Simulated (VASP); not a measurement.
Set up this calculation in VASP 6.6.1, as the native input.

```yaml
Task: single point
Functional: PBEsol
Potentials_or_basis: VASP PAW PBE potentials, release 64 (Ti_sv, O, Ba_sv)
Cutoff: 520 eV
k_mesh: 7 × 7 × 1
Occupations: gaussian, width 0.05 eV
Spin: no spin polarisation
Dipole_correction: yes
Electric_field_eV/Å: 0.3 eV/Å
Further_INCAR_settings: ALGO = Normal; EDIFF = 1e-07; NBANDS = 64; EFIELD = 0.3
```

The structure of Ba2Ti3O8 lies in POSCAR:

```
Ba2Ti3O8
1.0
    3.9698693904      0.0000000000      0.0000000000
    0.0000000000      3.9698693904      0.0000000000
    0.0000000000      0.0000000000     22.9397387807
Ti O Ba
3 8 2
Direct
    0.0000000000      0.0000000000      0.3269435660
    0.0000000000      0.0000000000      0.5000000000
    0.0000000000      0.0000000000      0.6730564340
    0.5000000000      0.0000000000      0.3269435660
    0.0000000000      0.5000000000      0.3269435660
    0.0000000000      0.0000000000      0.4134717830
    0.5000000000      0.0000000000      0.5000000000
    0.0000000000      0.5000000000      0.5000000000
    0.0000000000      0.0000000000      0.5865282170
    0.5000000000      0.0000000000      0.6730564340
    0.0000000000      0.5000000000      0.6730564340
    0.5000000000      0.5000000000      0.4134717830
    0.5000000000      0.5000000000      0.5865282170
```

One way to write it, as run:

INCAR

```
SYSTEM = Ba2Ti3O8
ALGO = Normal
DIPOL = 0.5 0.5 0.500
EDIFF = 1E-7
EFIELD = 0.3
ENCUT = 520
GGA = PS
IDIPOL = 3
ISIF = 2
ISMEAR = 0
LASPH = .TRUE.
LCHARG = .FALSE.
LDIPOL = .TRUE.
LREAL = .FALSE.
LWAVE = .FALSE.
NBANDS = 64
NELM = 80
PREC = Accurate
SIGMA = 0.05
```

KPOINTS

```
k-points
0
G
  7 7 1
  0 0 0
```

Potentials or basis: VASP PAW PBE potentials, release 64 (Ti_sv, O, Ba_sv).

The run is started by

```bash
$ cat potpaw_PBE.64/Ti_sv/POTCAR potpaw_PBE.64/O/POTCAR potpaw_PBE.64/Ba_sv/POTCAR > POTCAR
$ mpirun -np 1 vasp_std > vasp.out
```

Results of the run:

```
Largest force          : 2.527 eV/Å
Band gap on the k mesh : 0.86 eV (least direct gap 1.45 eV)
```

Caveat: the PAW data sets were made with another functional, which shifts forces and pressure a little; spin-orbit coupling is left out, which moves the levels of the heavy elements.

Run time: 10 min on 1 thread of Oxide Virtual Turin-like Processor, with other jobs on the host, peak memory 0.49 GiB.
